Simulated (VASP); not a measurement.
Input of a VASP 6.6.1 run:

POSCAR

```
ZnS
1.0
    0.0000000000      2.6940858343      2.7730225493
    2.6940858343      0.0000000000      2.7730225493
    2.6940858343      2.6940858343      0.0000000000
Zn S
1 1
Direct
    0.0000000000      0.0000000000      0.0000000000
    0.2500000000      0.2500000000      0.2500000000
```

File INCAR.step1:

```
SYSTEM = ZnS
ALGO = Normal
EDIFF = 1E-5
ENCUT = 520
GGA = PE
ISIF = 2
ISMEAR = 0
LASPH = .True.
LREAL = .False.
LWAVE = .True.
NBANDS = 16
NELM = 60
PREC = Accurate
SIGMA = 0.01
```

Contents of INCAR.step2:

```
SYSTEM = ZnS
ALGO = Normal
EDIFF = 1E-7
ENCUT = 520
GGA = PE
HFSCREEN = 0.2079
ISIF = 2
ISMEAR = 0
ISTART = 1
LASPH = .True.
LCHARG = .True.
LELF = .True.
LHFCALC = .True.
LREAL = .False.
LVHAR = .True.
LWAVE = .False.
NBANDS = 16
NELM = 60
PREC = Accurate
PRECFOCK = Normal
SIGMA = 0.01
```

KPOINTS

```
k-points
0
Gamma
  6 6 6
  0 0 0
```

Potentials or basis: VASP PAW PBE potentials, release 64 (Zn, S).

The run is started by

```bash
$ cat potpaw_PBE.64/Zn/POTCAR potpaw_PBE.64/S/POTCAR > POTCAR
$ cp INCAR.step1 INCAR
$ mpirun -np 1 vasp_std > vasp.out
$ cp INCAR.step2 INCAR
$ mpirun -np 1 vasp_std > vasp.out
```

Task: Predict the pressure.

Result: -0.6 GPa.

Task: What does it give for the band gap on the k mesh?

Result: 3.19 eV.

Stress tensor (GPa, compression positive):
```
-0.16  0.00  0.00
 0.00 -0.16  0.00
 0.00  0.00 -1.47
```

Caveat: the cell differs from its parent crystal (uniaxial z strain +2.9%); the PAW data sets were made with another functional, which shifts forces and pressure a little.
